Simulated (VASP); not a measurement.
## Hf: single point with PBE

Crystal: Hf.

```
Hf
1.0
    -1.58564    1.58564    2.24229
     1.58564   -1.58564    2.24229
     1.58564    1.58564   -2.24229
Hf
1
Direct
  0.00000 0.00000 0.00000
```

| Property | Result |
| --- | --- |
| Program | VASP 6.6.1 |
| Task | single point |
| Functional | PBE |
| Potentials or basis | VASP PAW PBE potentials, release 64 (Hf_pv) |
| Cutoff | 520 eV |
| k mesh | 24 × 24 × 24 |
| Occupations | gaussian, width 0.1 eV |
| Spin | no spin polarisation |

```yaml
Pressure: -0.4 GPa
Band_gap_on_the_k_mesh: zero (band 5 reaches 6.08 eV, above the bottom of band 6 at 4.08 eV)
```

Levels at points of the mesh, in eV from the Fermi level:
| k point | band 2 | band 3 | band 4 | band 5 | band 6 | band 7 | band 8 | band 9 |
| --- | --- | --- | --- | --- | --- | --- | --- | --- |
| (0.00, 0.00, 0.00) | -30.04 | -30.04 | -7.18 | 1.40 | 1.40 | 1.40 | 4.16 | 4.16 |
| (0.50, 0.00, 0.00) | -30.15 | -30.15 | -3.61 | 0.55 | 1.18 | 1.18 | 6.25 | 6.25 |
| (0.50, 0.50, 0.00) | -30.33 | -30.33 | -3.22 | -2.10 | 2.48 | 6.26 | 6.87 | 6.87 |
| (0.50, 0.50, 0.50) | -30.33 | -30.33 | -3.22 | -2.10 | 2.48 | 6.26 | 6.87 | 6.87 |

Wall time 110 s on 1 thread of Intel(R) Xeon(R) Platinum 8488C (Sapphire Rapids) (shared host), peak memory 0.36 GiB.

Caveat: spin-orbit coupling is left out, which moves the levels of the heavy elements.
